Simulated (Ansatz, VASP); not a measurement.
# Ga in VASP and in Ansatz

The input INCAR:

```
PREC = Accurate ; ENCUT = 520
EDIFF = 1E-7 ; ISMEAR = 0
SIGMA = 0.1 ; LREAL = F
LASPH = T ; NELM = 80
ALGO = Fast ; ISIF = 2
LWAVE = F ; LCHARG = F
GGA = PE ; NBANDS = 48
```

Contents of KPOINTS:

```
regular mesh
0
Gamma
  8 8 8
```

POSCAR

```
Ga
1.0
   -3.1119618413      3.1119618413      3.1119618413
    3.1119618413     -3.1119618413      3.1119618413
    3.1119618413      3.1119618413     -3.1119618413
Ga
6
Direct
    0.2500000000      0.1250000000      0.8750000000
    0.1250000000      0.8750000000      0.2500000000
    0.7500000000      0.3750000000      0.6250000000
    0.8750000000      0.2500000000      0.1250000000
    0.6250000000      0.7500000000      0.3750000000
    0.3750000000      0.6250000000      0.7500000000
```

Input for Ansatz:

```yaml
crystal:
  lattice:
    - [-3.1119618413, 3.1119618413, 3.1119618413]
    - [3.1119618413, -3.1119618413, 3.1119618413]
    - [3.1119618413, 3.1119618413, -3.1119618413]
  atoms:
    - { symbol: Ga, position: [0.25, 0.125, 0.875] }
    - { symbol: Ga, position: [0.125, 0.875, 0.25] }
    - { symbol: Ga, position: [0.75, 0.375, 0.625] }
    - { symbol: Ga, position: [0.875, 0.25, 0.125] }
    - { symbol: Ga, position: [0.625, 0.75, 0.375] }
    - { symbol: Ga, position: [0.375, 0.625, 0.75] }
basis:
  ecutwfc: 420
kpoints:
  mp_grid: { grid: [8, 8, 8] }
hamiltonian:
  xc: pbe
scf:
  occupations: { method: gaussian, width: 0.1 }
output:
  forces: true
  stress: true
  eigenvalues: true
```

Alike in both runs: task single point; functional PBE; k mesh 8 × 8 × 8; occupations gaussian, width 0.1 eV; no spin polarisation.

|  | VASP | Ansatz |
| --- | --- | --- |
| version | VASP 6.6.1 | Ansatz 0.2.0 |
| potentials or method | VASP PAW PBE potentials, release 64 (Ga_d), cutoff 520 eV | scalar-relativistic, plane waves, PAW |
| valence electrons in the cell | 78 | 78 |

```tsv
	VASP	Ansatz	Ansatz less VASP
gap on the k mesh at the Fermi level (eV)	none	none	-
pressure (GPa)	-2.4	-2.4	-0.09
```

A gap of «none» marks a metal or a gap that the smearing closes. The functional is the same, so the differences come from potentials, cutoffs and numerics.
